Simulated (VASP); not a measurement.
# LiF (R-3m) in VASP: further runs, part 2 of 2

VASP 6.6.1. Earlier steps stand in the parts before.

## Step 3: Single point, r2SCAN

This run uses another cell than the first one, of the same volume but with other edges.

Input file POSCAR:

```
LiF
1.0
   -0.4364623187      1.8211013986      1.8211013986
    1.8211013986     -0.4364623187      1.8211013986
    1.8211013986      1.8211013986     -0.4364623187
Li F
1 1
Direct
    0.0000000000      0.0000000000      0.0000000000
    0.5000000000      0.5000000000      0.5000000000
```

Input file INCAR.step1:

```
SYSTEM = LiF
PREC     = Accurate       ! precision mode
ENCUT    = 520            ! plane-wave cutoff, eV
ISMEAR   = 0              ! smearing method
SIGMA    = 0.05           ! smearing width, eV
LREAL    = .False.        ! projectors in reciprocal space
LASPH    = .True.         ! aspherical terms in the spheres
NELM     = 80             ! most SCF steps
NBANDS   = 12             ! bands
GGA      = PE             ! functional
ALGO     = Normal         ! electronic algorithm
EDIFF    = 1E-4           ! SCF threshold, eV
LWAVE    = .True.         ! write WAVECAR
LCHARG   = .False.        ! write CHGCAR
```

Input file INCAR.step2:

```
SYSTEM = LiF
PREC     = Accurate       ! precision mode
ENCUT    = 520            ! plane-wave cutoff, eV
EDIFF    = 1E-7           ! SCF threshold, eV
ISMEAR   = 0              ! smearing method
SIGMA    = 0.05           ! smearing width, eV
LREAL    = .False.        ! projectors in reciprocal space
LASPH    = .True.         ! aspherical terms in the spheres
NELM     = 80             ! most SCF steps
ALGO     = Normal         ! electronic algorithm
ISIF     = 2              ! what is computed and relaxed
LWAVE    = .False.        ! write WAVECAR
LCHARG   = .True.         ! write CHGCAR
METAGGA  = R2SCAN         ! meta-GGA
LMIXTAU  = .True.       
LELF     = .True.         ! ELF
LVHAR    = .True.       
NBANDS   = 12             ! bands
ISTART   = 1
```

Input file KPOINTS:

```
Automatic mesh
0
Gamma
  12 12 12
  0 0 0
```

Potentials or basis: VASP PAW PBE potentials, release 64 (Li_sv, F).

Run with:

```
cat potpaw_PBE.64/Li_sv/POTCAR potpaw_PBE.64/F/POTCAR > POTCAR
cp INCAR.step1 INCAR
mpirun -np 1 vasp_std > vasp.out
cp INCAR.step2 INCAR
mpirun -np 1 vasp_std > vasp.out
```

OUTCAR:

```text
SYSTEM = LiF
   PREC = Accurate
   ENCUT = 520
   EDIFF = 1E-7
   ISMEAR = 0
   LREAL = .False.
   LASPH = .True.
   NELM = 80
   ISIF = 2
   METAGGA = R2SCAN
   ISTART = 1

 ion  position               nearest neighbor table
   1  0.000  0.000  0.000-   2 2.06   2 2.06   2 2.06   2 2.06   2 2.06   2 2.06
   2  0.500  0.500  0.500-   1 2.06   1 2.06   1 2.06   1 2.06   1 2.06   1 2.06

  LATTYP: Found a trigonal (rhomboedric) cell.
 ALAT       =     2.6121485340
 COS(alpha) =     0.2530624440

  Lattice vectors:

 A1 = (  -0.4364623187,   1.8211013986,   1.8211013986)
 A2 = (   1.8211013986,  -0.4364623187,   1.8211013986)
 A3 = (   1.8211013986,   1.8211013986,  -0.4364623187)

Analysis of symmetry for initial positions (statically):
=====================================================================
 Subroutine PRICEL returns:
 Original cell was already a primitive cell.

 Routine SETGRP: Setting up the symmetry group for a
 trigonal (rhombohedral) supercell.

 Subroutine GETGRP returns: Found 12 space group operations
 (whereof 12 operations were pure point group operations)
 out of a pool of 12 trial point group operations.

The static configuration has the point symmetry D_3d.

Analysis of symmetry for dynamics (positions and initial velocities):
=====================================================================
 Subroutine PRICEL returns:
 Original cell was already a primitive cell.

 Routine SETGRP: Setting up the symmetry group for a
 trigonal (rhombohedral) supercell.

 Subroutine GETGRP returns: Found 12 space group operations
 (whereof 12 operations were pure point group operations)
 out of a pool of 12 trial point group operations.

The dynamic configuration has the point symmetry D_3d.

 Subroutine INISYM returns: Found 12 space group operations
 (whereof 12 operations are pure point group operations),
 and found     1 'primitive' translations

[... 115 lines left out ...]
  volume/ion in A,a.u.               =       8.17        55.13
  Fermi-wavevector in a.u.,A,eV,Ry     =   1.389970  2.626662 26.286674  1.932016
  Thomas-Fermi vector in A             =   2.513950
   LORBIT       =      0    0 simple, 1 ext, 2 COOP (PROOUT), +10 PAW based schemes
   METAGGA = R2SCAN    functional components
   LHFCALC =     F    Hartree Fock is set to
   AEXX    =    0.0000 exact exchange contribution
   IVDW    =     0    specifies the selected vdW correction
   LEPSILON=     F    determine dielectric tensor
   LRPA    =     F    only Hartree local field effects (RPA)
 non-spin polarized calculation
 Gauss-broadening in eV      SIGMA  =   0.05
  energy-cutoff  :      520.00
  volume of cell :       16.34
 maximum number of plane-waves:       450
   NGX =  9   NGY =  9   NGZ =  9

 number of electron       9.9999994 magnetization

 Free energy of the ion-electron system (eV)
  ---------------------------------------------------
  ext. energy  EPLUGINS =         0.00000000
  ---------------------------------------------------
  free energy    TOTEN  =       -11.56041227 eV

  energy without entropy =      -11.56041227  energy(sigma->0) =      -11.56041227

 E-fermi :  -0.3490     XC(G=0): -10.5629

 val. band max:       -0.7184653223   @ k =   0.0000   0.0000   0.0000
 cond. band min:       8.5581900702   @ k =   0.0000   0.0000   0.0000
 fundamental gap:      9.2766553925
 Fermi energy:        -0.3489652741

 k-point     1 :       0.0000    0.0000    0.0000
  band No.  band energies     occupation
      1     -44.0196      2.00000
      2     -22.5394      2.00000
      3      -1.6164      2.00000
      4      -1.6164      2.00000
      5      -0.7185      2.00000
      6       8.5582      0.00000
      7      20.8451      0.00000
      8      20.8451      0.00000
      9      22.6250      0.00000
     10      23.5587      0.00000
     11      23.5587      0.00000
     12      33.3444      0.00000
[... 331 lines left out ...]
 k-point    24 :      -0.4167    0.1667   -0.0000
  band No.  band energies     occupation
      1     -43.9642      2.00000
      2     -22.0561      2.00000
      3      -3.9368      2.00000
      4      -2.0897      2.00000
      5      -1.0486      2.00000
      6      11.2367      0.00000
      7      15.1365      0.00000
      8      18.8626      0.00000
      9      21.9274      0.00000
     10      26.4790      0.00000
     11      30.1021      0.00000
     12      32.2201      0.00000

 [... further k-points ...]
[... 5 lines left out ...]
  --------------------------------------------------------------------------------------
  -------------------------------------------------------------------------------------
  Total       -0.2543732     -0.2543732     -0.2543732      0.7129311      0.7129311      0.7129311
  in kB      -24.9444272    -24.9444272    -24.9444272     69.9116795     69.9116795     69.9116795
  external PRESSURE =     -24.9444272 kB  Pullay stress =       0.0000000 kB

 VOLUME and BASIS-vectors are now :
 -----------------------------------------------------------------------------
  energy-cutoff  :      520.00
  volume of cell :       16.34
      direct lattice vectors                 reciprocal lattice vectors
    -0.436462319  1.821101399  1.821101399    -0.191323452  0.251631931  0.251631931
     1.821101399 -0.436462319  1.821101399     0.251631931 -0.191323452  0.251631931
     1.821101399  1.821101399 -0.436462319     0.251631931  0.251631931 -0.191323452

 POSITION                                       TOTAL-FORCE (eV/Angst)
 -----------------------------------------------------------------------------------
      0.00000      0.00000      0.00000        -0.000000      0.000000     -0.000000
      1.60287      1.60287      1.60287         0.000000     -0.000000      0.000000
 -----------------------------------------------------------------------------------
    total drift:                                0.000000      0.000000      0.000000

  FREE ENERGIE OF THE ION-ELECTRON SYSTEM (eV)
  ---------------------------------------------------
  free  energy   TOTEN  =       -11.5604122712 eV

  energy  without entropy=      -11.5604122712  energy(sigma->0) =      -11.56041227
```

OUTCAR.step1:

```text
SYSTEM = LiF
   PREC = Accurate
   ENCUT = 520
   ISMEAR = 0
   LREAL = .False.
   LASPH = .True.
[... 584 lines left out ...]
      0.00000      0.00000      0.00000        -0.000000      0.000000     -0.000000
      1.60287      1.60287      1.60287         0.000000     -0.000000      0.000000
 -----------------------------------------------------------------------------------
    total drift:                                0.000000      0.000000      0.000000

  FREE ENERGIE OF THE ION-ELECTRON SYSTEM (eV)
  ---------------------------------------------------
  free  energy   TOTEN  =        -9.3165342553 eV

  energy  without entropy=       -9.3165342553  energy(sigma->0) =       -9.31653426
```

Wall time 52 s (1 thread of Intel Xeon 6975P-C (Granite Rapids), shared host); peak memory 0.14 GiB.

Results:

```
Free energy            : -11.5604 eV
Band gap on the k mesh : 9.28 eV
```

Caveat: the cutoff is under 1.25 times the usual one of these potentials, so pressure, stress and relaxed cells hold a basis-set (Pulay) error; the PAW data sets were made with another functional, which shifts forces and pressure a little.

## Step 4: Single point, r2SCAN

This run uses another cell than the first one, of the same volume but with other edges.

Input file POSCAR:

```
LiF
1.0
    0.4909218472      2.2869773857      2.2869773857
    2.2869773857      0.4909218472      2.2869773857
    2.2869773857      2.2869773857      0.4909218472
Li F
1 1
Direct
    0.0000000000      0.0000000000      0.0000000000
    0.5000000000      0.5000000000      0.5000000000
```

Input file INCAR.step1:

```
SYSTEM = LiF
PREC = Accurate ; ENCUT = 520
ISMEAR = 0 ; SIGMA = 0.05
LREAL = .FALSE. ; LASPH = .TRUE.
NELM = 60 ; NBANDS = 12
GGA = PE ; ALGO = Normal
EDIFF = 1E-4 ; LWAVE = .TRUE.
LCHARG = .FALSE.
```

Input file INCAR.step2:

```
SYSTEM = LiF
PREC = Accurate ; ENCUT = 520
EDIFF = 1E-7 ; ISMEAR = 0
SIGMA = 0.05 ; LREAL = .FALSE.
LASPH = .TRUE. ; NELM = 60
ALGO = Normal ; ISIF = 2
LWAVE = .FALSE. ; LCHARG = .FALSE.
METAGGA = R2SCAN ; LMIXTAU = .TRUE.
NBANDS = 12 ; ISTART = 1
```

Input file KPOINTS:

```
Automatic mesh
0
G
  12 12 12
  0 0 0
```

Run with:

```
cat potpaw_PBE.64/Li_sv/POTCAR potpaw_PBE.64/F/POTCAR > POTCAR
cp INCAR.step1 INCAR
mpirun -np 1 vasp_std > vasp.out
cp INCAR.step2 INCAR
mpirun -np 1 vasp_std > vasp.out
```

Wall time 50 s (1 thread of Intel Xeon 6975P-C (Granite Rapids), shared host); peak memory 0.15 GiB.

Results (log left out):

```yaml
Free_energy: -11.2013 eV
Band_gap_on_the_k_mesh: 8.06 eV
```

Levels at points of the mesh, in eV from the valence-band top:
| k point | band 3 | band 4 | band 5 | band 6 | band 7 | band 8 |
| --- | --- | --- | --- | --- | --- | --- |
| (0.00, 0.00, 0.00) | -2.58 | 0.00 | 0.00 | 8.06 | 19.74 | 19.97 |
| (0.50, 0.00, 0.00) | -3.63 | -1.87 | -0.66 | 8.87 | 17.31 | 17.58 |
| (0.50, 0.50, 0.00) | -4.02 | -2.68 | -0.86 | 12.58 | 15.18 | 19.16 |
| (0.50, 0.50, 0.50) | -3.88 | -0.04 | -0.04 | 12.09 | 12.81 | 24.20 |

Caveat: the cutoff is under 1.25 times the usual one of these potentials, so pressure, stress and relaxed cells hold a basis-set (Pulay) error; the PAW data sets were made with another functional, which shifts forces and pressure a little. A k mesh can miss the band edges.

## Step 5: Single point, r2SCAN

This run uses another cell than the first one, of the same volume but with other edges.

Input file POSCAR:

```
LiF
1.0
   -0.6367629436      1.7510980948      1.7510980948
    1.7510980948     -0.6367629436      1.7510980948
    1.7510980948      1.7510980948     -0.6367629436
Li F
1 1
Direct
    0.0000000000      0.0000000000      0.0000000000
    0.5000000000      0.5000000000      0.5000000000
```

Input file INCAR.step1:

```
  ALGO = Normal
  EDIFF = 1E-4
  ENCUT = 520
  GGA = PE
  ISMEAR = 0
  LASPH = T
  LCHARG = F
  LREAL = F
  LWAVE = T
  NBANDS = 12
  NELM = 60
  PREC = Accurate
  SIGMA = 0.05
```

Input file INCAR.step2:

```
  ALGO = Normal
  EDIFF = 1E-6
  ENCUT = 520
  ISIF = 2
  ISMEAR = 0
  ISTART = 1
  LASPH = T
  LCHARG = F
  LMIXTAU = T
  LREAL = F
  LWAVE = F
  METAGGA = R2SCAN
  NBANDS = 12
  NELM = 60
  PREC = Accurate
  SIGMA = 0.05
```

Input file KPOINTS:

```
k-points
0
Gamma
  12 12 12
```

Potentials or basis: VASP PAW PBE potentials, release 64 (Li_sv, F).

Run with:

```
cat potpaw_PBE.64/Li_sv/POTCAR potpaw_PBE.64/F/POTCAR > POTCAR
cp INCAR.step1 INCAR
mpirun -np 1 vasp_std > vasp.out
cp INCAR.step2 INCAR
mpirun -np 1 vasp_std > vasp.out
```

OUTCAR:

```text
EDIFF = 1E-6
   ENCUT = 520
   ISIF = 2
   ISMEAR = 0
   ISTART = 1
   LASPH = T
   LREAL = F
   METAGGA = R2SCAN
   NELM = 60
   PREC = Accurate

 ion  position               nearest neighbor table
   1  0.000  0.000  0.000-   2 2.12   2 2.12   2 2.12   2 2.12   2 2.12   2 2.12
   2  0.500  0.500  0.500-   1 2.12   1 2.12   1 2.12   1 2.12   1 2.12   1 2.12

  LATTYP: Found a trigonal (rhomboedric) cell.
 ALAT       =     2.5569818383
 COS(alpha) =     0.1279069767

  Lattice vectors:
[... 537 lines left out ...]
      5      -0.6899      2.00000
      6      11.0892      0.00000
      7      15.0818      0.00000
      8      18.6993      0.00000
      9      22.2572      0.00000
     10      26.3111      0.00000
     11      29.7466      0.00000
     12      32.4037      0.00000

 [... further k-points ...]
[... 5 lines left out ...]
  --------------------------------------------------------------------------------------
  -------------------------------------------------------------------------------------
  Total       -0.2559302     -0.2559302     -0.2559302      0.4652731      0.4652731      0.4652731
  in kB      -25.0971115    -25.0971115    -25.0971115     45.6257668     45.6257668     45.6257668
  external PRESSURE =     -25.0971115 kB  Pullay stress =       0.0000000 kB

 VOLUME and BASIS-vectors are now :
 -----------------------------------------------------------------------------
  energy-cutoff  :      520.00
  volume of cell :       16.34
      direct lattice vectors                 reciprocal lattice vectors
    -0.636762944  1.751098095  1.751098095    -0.162860771  0.255924068  0.255924068
     1.751098095 -0.636762944  1.751098095     0.255924068 -0.162860771  0.255924068
     1.751098095  1.751098095 -0.636762944     0.255924068  0.255924068 -0.162860771

 POSITION                                       TOTAL-FORCE (eV/Angst)
 -----------------------------------------------------------------------------------
      0.00000      0.00000      0.00000         0.000000     -0.000000      0.000000
      1.43272      1.43272      1.43272        -0.000000      0.000000     -0.000000
 -----------------------------------------------------------------------------------
    total drift:                                0.000000     -0.000000      0.000000

  FREE ENERGIE OF THE ION-ELECTRON SYSTEM (eV)
  ---------------------------------------------------
  free  energy   TOTEN  =       -11.3533696322 eV

  energy  without entropy=      -11.3533696322  energy(sigma->0) =      -11.35336963
```

OSZICAR.step1:

```text
N       E                     dE             d eps       ncg     rms          rms(c)
DAV:   1     0.321043932483E+02    0.32104E+02   -0.53353E+03  4728   0.845E+02
DAV:   2    -0.859771936274E+01   -0.40702E+02   -0.39662E+02  5616   0.187E+02
DAV:   3    -0.965654216863E+01   -0.10588E+01   -0.10571E+01  5664   0.266E+01
DAV:   4    -0.966686756300E+01   -0.10325E-01   -0.10325E-01  5020   0.277E+00
DAV:   5    -0.966700296783E+01   -0.13540E-03   -0.13540E-03  5580   0.247E-01    0.451E+00
DAV:   6    -0.913020919433E+01    0.53679E+00   -0.24920E+00  4916   0.964E+00    0.139E+00
DAV:   7    -0.912451686585E+01    0.56923E-02   -0.18837E-02  5864   0.121E+00    0.852E-01
DAV:   8    -0.912347826112E+01    0.10386E-02   -0.14735E-02  5960   0.129E+00    0.115E-01
DAV:   9    -0.912349247479E+01   -0.14214E-04   -0.64859E-04  5204   0.234E-01
   1 F= -.91234925E+01 E0= -.91234925E+01  d E =-.292298E-14
```

Run time: 46 s. Hardware: 1 thread of Intel Xeon 6975P-C (Granite Rapids), shared host; peak memory 0.14 GiB.

What came out:

* Free energy: -11.3534 eV
* Band gap on the k mesh: 9.12 eV (least direct gap 9.24 eV)

Caveat: the cutoff is under 1.25 times the usual one of these potentials, so pressure, stress and relaxed cells hold a basis-set (Pulay) error; the PAW data sets were made with another functional, which shifts forces and pressure a little.

## Step 6: Overview

| cell | gap on the mesh (eV) |
| --- | --- |
| a = 3.916 Å, angles 33.6°, 2 atoms | 1.96 |
| a = 2.612 Å, angles 75.3°, 2 atoms | 9.28 |
| a = 3.271 Å, angles 45.7°, 2 atoms | 8.06 |
| a = 2.557 Å, angles 82.7°, 2 atoms | 9.12 |

Alike in all rows: task single point; level r2SCAN; potentials or basis VASP PAW PBE potentials, release 64 (Li_sv, F); no spin polarisation; k mesh 12 × 12 × 12; cutoff (eV) 520; smearing gaussian 0.05 eV.

Caveats: the cutoff is under 1.25 times the usual one of these potentials, so pressure, stress and relaxed cells hold a basis-set (Pulay) error; the PAW data sets were made with another functional, which shifts forces and pressure a little.

Absolute energies hang on the potentials; compare differences alone.
